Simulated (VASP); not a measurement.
# NaF (Pm-3m) in VASP: notebook, part 2 of 2

VASP 6.6.1. Earlier steps stand in the parts before.

**3. Single point, PBEsol**

File INCAR:

```
SYSTEM = NaF
  PREC = Accurate
  ENCUT = 520
  EDIFF = 1E-6
  ISMEAR = -1
  SIGMA = 0.05
  LREAL = .False.
  LASPH = .True.
  NELM = 100
  ALGO = Normal
  ISIF = 2
  LWAVE = .False.
  LCHARG = .False.
  GGA = PS
  NBANDS = 14
```

File KPOINTS:

```
regular mesh
0
Gamma
  6 6 6
  0 0 0
```

File POSCAR:

```
NaF
1.0
    2.7934852186      0.0000000000      0.0000000000
    0.0000000000      2.7934852186      0.0000000000
    0.0000000000      0.0000000000      2.7934852186
Na F
1 1
Direct
    0.0000000000      0.0000000000      0.0000000000
    0.5000000000      0.5000000000      0.5000000000
```

Potentials or basis: VASP PAW PBE potentials, release 64 (Na_pv, F).

The run is started by

```
$ cat potpaw_PBE.64/Na_pv/POTCAR potpaw_PBE.64/F/POTCAR > POTCAR
$ mpirun -np 1 vasp_std > vasp.out
```

OUTCAR:

```text
SYSTEM = NaF
   PREC = Accurate
   ENCUT = 520
   EDIFF = 1E-6
   ISMEAR = -1
   LREAL = .False.
   LASPH = .True.
   NELM = 100
   ISIF = 2
   GGA = PS

 ion  position               nearest neighbor table
   1  0.000  0.000  0.000-
   2  0.500  0.500  0.500-

  LATTYP: Found a simple cubic cell.
 ALAT       =     2.7934852186

  Lattice vectors:

 A1 = (   2.7934852186,   0.0000000000,   0.0000000000)
 A2 = (   0.0000000000,   2.7934852186,   0.0000000000)
 A3 = (   0.0000000000,   0.0000000000,   2.7934852186)

Analysis of symmetry for initial positions (statically):
=====================================================================
 Subroutine PRICEL returns:
 Original cell was already a primitive cell.

 Routine SETGRP: Setting up the symmetry group for a
 simple cubic supercell.

 Subroutine GETGRP returns: Found 48 space group operations
 (whereof 48 operations were pure point group operations)
 out of a pool of 48 trial point group operations.

The static configuration has the point symmetry O_h .

[... 164 lines left out ...]
      1     -20.5545      2.00000
      2     -20.5545      2.00000
      3     -20.5545      2.00000
      4     -20.5032      2.00000
      5      -1.0582      2.00000
      6      -1.0582      2.00000
      7      -1.0582      2.00000
      8       5.2624      0.00000
      9      14.8634      0.00000
     10      14.8634      0.00000
     11      23.1798      0.00000
     12      23.1798      0.00000
     13      23.1798      0.00000
     14      30.5635      0.00000
[... 309 lines left out ...]
      1     -20.7466      2.00000
      2     -20.7466      2.00000
      3     -20.7466      2.00000
      4     -19.6992      2.00000
      5      -2.4041      2.00000
      6      -2.4041      2.00000
      7      -2.4041      2.00000
      8      13.5357      0.00000
      9      13.5357      0.00000
     10      13.5357      0.00000
     11      18.5780      0.00000
     12      18.5780      0.00000
     13      18.5780      0.00000
     14      22.6775      0.00000

------------------------ aborting loop because EDIFF is reached ----------------------------------------

  FORCE on cell =-STRESS in cart. coord.  units (eV):
  Direction    XX          YY          ZZ          XY          YZ          ZX
  --------------------------------------------------------------------------------------
  -------------------------------------------------------------------------------------
  Total        0.1806065      0.1806065      0.1806065     -0.0000000      0.0000000     -0.0000000
  in kB       13.2740956     13.2740956     13.2740956     -0.0000000      0.0000000     -0.0000000
  external PRESSURE =      13.2740956 kB  Pullay stress =       0.0000000 kB

 VOLUME and BASIS-vectors are now :
 -----------------------------------------------------------------------------
  energy-cutoff  :      520.00
  volume of cell :       21.80
      direct lattice vectors                 reciprocal lattice vectors
     2.793485219  0.000000000  0.000000000     0.357975762  0.000000000  0.000000000
     0.000000000  2.793485219  0.000000000     0.000000000  0.357975762  0.000000000
     0.000000000  0.000000000  2.793485219     0.000000000  0.000000000  0.357975762

 POSITION                                       TOTAL-FORCE (eV/Angst)
 -----------------------------------------------------------------------------------
      0.00000      0.00000      0.00000         0.000000      0.000000      0.000000
      1.39674      1.39674      1.39674         0.000000      0.000000      0.000000
 -----------------------------------------------------------------------------------
    total drift:                                0.000000      0.000000     -0.000000

  FREE ENERGIE OF THE ION-ELECTRON SYSTEM (eV)
  ---------------------------------------------------
  free  energy   TOTEN  =        -8.4800504208 eV

  energy  without entropy=       -8.4800504208  energy(sigma->0) =       -8.48005042
```

OSZICAR:

```text
N       E                     dE             d eps       ncg     rms          rms(c)
DAV:   1     0.104685624910E+03    0.10469E+03   -0.78266E+03   582   0.125E+03
DAV:   2    -0.430783758071E+01   -0.10899E+03   -0.10186E+03   650   0.335E+02
DAV:   3    -0.921410084444E+01   -0.49063E+01   -0.48977E+01   638   0.664E+01
DAV:   4    -0.924527332036E+01   -0.31172E-01   -0.31171E-01   686   0.578E+00
DAV:   5    -0.924555886054E+01   -0.28554E-03   -0.28554E-03   638   0.550E-01    0.467E+00
DAV:   6    -0.852382133718E+01    0.72174E+00   -0.20755E+00   652   0.142E+01    0.169E+00
DAV:   7    -0.849462239183E+01    0.29199E-01   -0.29243E-02   592   0.291E+00    0.984E-01
DAV:   8    -0.847979810638E+01    0.14824E-01   -0.21770E-02   584   0.413E+00    0.131E-01
DAV:   9    -0.848007577997E+01   -0.27767E-03   -0.29634E-03   718   0.627E-01    0.687E-02
DAV:  10    -0.848005763135E+01    0.18149E-04   -0.43345E-04   610   0.185E-01    0.290E-02
DAV:  11    -0.848005015165E+01    0.74797E-05   -0.38481E-05   662   0.948E-02    0.222E-03
DAV:  12    -0.848005042080E+01   -0.26916E-06   -0.23953E-06   554   0.160E-02
   1 F= -.84800504E+01 E0= -.84800504E+01  d E =-.178036E-10
```

stdout:

```text
POSCAR found type information on POSCAR NaF
 POSCAR found :  2 types and       2 ions
 scaLAPACK will be used
 -----------------------------------------------------------------------------
|                                                                             |
|                                                                             |
|     You enforced a specific xc type in the INCAR file but a different       |
|     I HOPE YOU KNOW WHAT YOU ARE DOING!                                     |
|                                                                             |
 -----------------------------------------------------------------------------

 LDA part: xc-table for (Slater+PW92), standard interpolation
 POSCAR, INCAR and KPOINTS ok, starting setup
 FFT: planning ... GRIDC
 FFT: planning ... GRID_SOFT
 FFT: planning ... GRID
 WAVECAR not read
 entering main loop
```

It took 8.1 s on 1 thread of Intel Xeon 8259CL, shared host; peak memory 0.13 GiB.

Results:

```
Free energy            : -8.4801 eV
Pressure               : 1.3 GPa
Band gap on the k mesh : 5.98 eV, indirect (least direct gap 6.32 eV)
```

Caveat: the PAW data sets were made with another functional, which shifts forces and pressure a little. A k mesh can miss the band edges.

**4. Single point, PBEsol**

File INCAR:

```
SYSTEM = NaF
PREC = Accurate
ENCUT = 520
EDIFF = 1E-6
ISMEAR = 0
SIGMA = 0.01
LREAL = .FALSE.
LASPH = .TRUE.
NELM = 100
ALGO = Normal
ISIF = 2
LWAVE = .FALSE.
LCHARG = .FALSE.
GGA = PS
NBANDS = 14
```

File KPOINTS:

```
Automatic mesh
0
G
  6 6 6
  0 0 0
```

POSCAR is that of step 3.

Potentials or basis: VASP PAW PBE potentials, release 64 (Na_pv, F).

The run is started by

```
$ cat potpaw_PBE.64/Na_pv/POTCAR potpaw_PBE.64/F/POTCAR > POTCAR
$ mpirun -np 1 vasp_std > vasp.out
```

OUTCAR:

```text
SYSTEM = NaF
   PREC = Accurate
   ENCUT = 520
   EDIFF = 1E-6
   ISMEAR = 0
   LREAL = .FALSE.
   LASPH = .TRUE.
   NELM = 100
   ISIF = 2
   GGA = PS

 ion  position               nearest neighbor table
   1  0.000  0.000  0.000-
   2  0.500  0.500  0.500-

  LATTYP: Found a simple cubic cell.
 ALAT       =     2.7934852186

  Lattice vectors:

 A1 = (   2.7934852186,   0.0000000000,   0.0000000000)
 A2 = (   0.0000000000,   2.7934852186,   0.0000000000)
[... 518 lines left out ...]

------------------------ aborting loop because EDIFF is reached ----------------------------------------

  FORCE on cell =-STRESS in cart. coord.  units (eV):
  Direction    XX          YY          ZZ          XY          YZ          ZX
  --------------------------------------------------------------------------------------
  -------------------------------------------------------------------------------------
  Total        0.1806065      0.1806065      0.1806065     -0.0000000     -0.0000000      0.0000000
  in kB       13.2740932     13.2740932     13.2740932     -0.0000000     -0.0000000      0.0000000
  external PRESSURE =      13.2740932 kB  Pullay stress =       0.0000000 kB

 VOLUME and BASIS-vectors are now :
 -----------------------------------------------------------------------------
  energy-cutoff  :      520.00
  volume of cell :       21.80
      direct lattice vectors                 reciprocal lattice vectors
     2.793485219  0.000000000  0.000000000     0.357975762  0.000000000  0.000000000
     0.000000000  2.793485219  0.000000000     0.000000000  0.357975762  0.000000000
     0.000000000  0.000000000  2.793485219     0.000000000  0.000000000  0.357975762

 POSITION                                       TOTAL-FORCE (eV/Angst)
 -----------------------------------------------------------------------------------
      0.00000      0.00000      0.00000         0.000000      0.000000      0.000000
      1.39674      1.39674      1.39674         0.000000      0.000000      0.000000
 -----------------------------------------------------------------------------------
    total drift:                                0.000000      0.000000     -0.000000

  FREE ENERGIE OF THE ION-ELECTRON SYSTEM (eV)
  ---------------------------------------------------
  free  energy   TOTEN  =        -8.4800504208 eV

  energy  without entropy=       -8.4800504208  energy(sigma->0) =       -8.48005042
```

OSZICAR:

```text
N       E                     dE             d eps       ncg     rms          rms(c)
DAV:   1     0.104688499443E+03    0.10469E+03   -0.78266E+03   582   0.125E+03
DAV:   2    -0.430783758076E+01   -0.10900E+03   -0.10186E+03   650   0.335E+02
DAV:   3    -0.921410084446E+01   -0.49063E+01   -0.48977E+01   638   0.664E+01
DAV:   4    -0.924527332040E+01   -0.31172E-01   -0.31171E-01   686   0.578E+00
DAV:   5    -0.924555886058E+01   -0.28554E-03   -0.28554E-03   638   0.550E-01    0.467E+00
DAV:   6    -0.852382133713E+01    0.72174E+00   -0.20755E+00   652   0.142E+01    0.169E+00
DAV:   7    -0.849462239185E+01    0.29199E-01   -0.29243E-02   592   0.291E+00    0.984E-01
DAV:   8    -0.847979810636E+01    0.14824E-01   -0.21770E-02   584   0.413E+00    0.131E-01
DAV:   9    -0.848007577997E+01   -0.27767E-03   -0.29634E-03   718   0.627E-01    0.687E-02
DAV:  10    -0.848005763135E+01    0.18149E-04   -0.43345E-04   610   0.185E-01    0.290E-02
DAV:  11    -0.848005015159E+01    0.74798E-05   -0.38481E-05   662   0.948E-02    0.222E-03
DAV:  12    -0.848005042078E+01   -0.26919E-06   -0.23953E-06   554   0.160E-02
   1 F= -.84800504E+01 E0= -.84800504E+01  d E =-.533188E-31
```

stdout:

```text
POSCAR found type information on POSCAR NaF
 POSCAR found :  2 types and       2 ions
 scaLAPACK will be used
 -----------------------------------------------------------------------------
|                                                                             |
|                                                                             |
|     You enforced a specific xc type in the INCAR file but a different       |
|     I HOPE YOU KNOW WHAT YOU ARE DOING!                                     |
|                                                                             |
 -----------------------------------------------------------------------------

 LDA part: xc-table for (Slater+PW92), standard interpolation
 POSCAR, INCAR and KPOINTS ok, starting setup
 FFT: planning ... GRIDC
 FFT: planning ... GRID_SOFT
 FFT: planning ... GRID
 WAVECAR not read
 entering main loop
```

Wall time 7.9 s (1 thread of Intel Xeon 8259CL, shared host); peak memory 0.13 GiB.

Results:

| Item | Value |
| --- | --- |
| Free energy | -8.4801 eV |
| Pressure | 1.3 GPa |
| Band gap on the k mesh | 5.98 eV, indirect (least direct gap 6.32 eV) |

Caveat: the PAW data sets were made with another functional, which shifts forces and pressure a little.
